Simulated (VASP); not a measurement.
Input of a VASP 6.6.1 run:

INCAR

```
ALGO = Normal
EDIFF = 1E-6
ENCUT = 520
GGA = PE
ISIF = 2
ISMEAR = 0
ISPIN = 2
LASPH = T
LCHARG = T
LELF = T
LORBIT = 11
LREAL = F
LVHAR = T
LWAVE = F
MAGMOM = 0 0 0 0 1
NBANDS = 40
NELM = 150
PREC = Accurate
SIGMA = 0.1
```

Contents of KPOINTS:

```
k-points
0
Gamma
  4 4 4
```

POSCAR

```
CaIn3O
1.0
    4.7349305800      0.0000000000      0.0000000000
    0.0000000000      4.7349305800      0.0000000000
    0.0000000000      0.0000000000      4.7349305800
Ca In O
1 3 1
Direct
    0.5000000000      0.5000000000      0.5000000000
    0.0000000000      0.5000000000      0.5000000000
    0.5000000000      0.0000000000      0.5000000000
    0.5000000000      0.5000000000      0.0000000000
    0.0000000000      0.0000000000      0.0000000000
```

Potentials or basis: VASP PAW PBE potentials, release 64 (Ca_sv, In_d, O).

Launch:

```sh
$ cat potpaw_PBE.64/Ca_sv/POTCAR potpaw_PBE.64/In_d/POTCAR potpaw_PBE.64/O/POTCAR > POTCAR
$ mpirun -np 1 vasp_std > vasp.out
```

(1) What does it give for the site moments?

(2) Estimate the pressure.

(3) Estimate the net moment.

Results:

(1) Ca +0.05; In +0.00; O +0.52 μB.

(2) 33.1 GPa.

(3) 0.64 μB per cell.

Caveat: the cell stands under pressure; a moment this small can come from the mesh or the smearing.
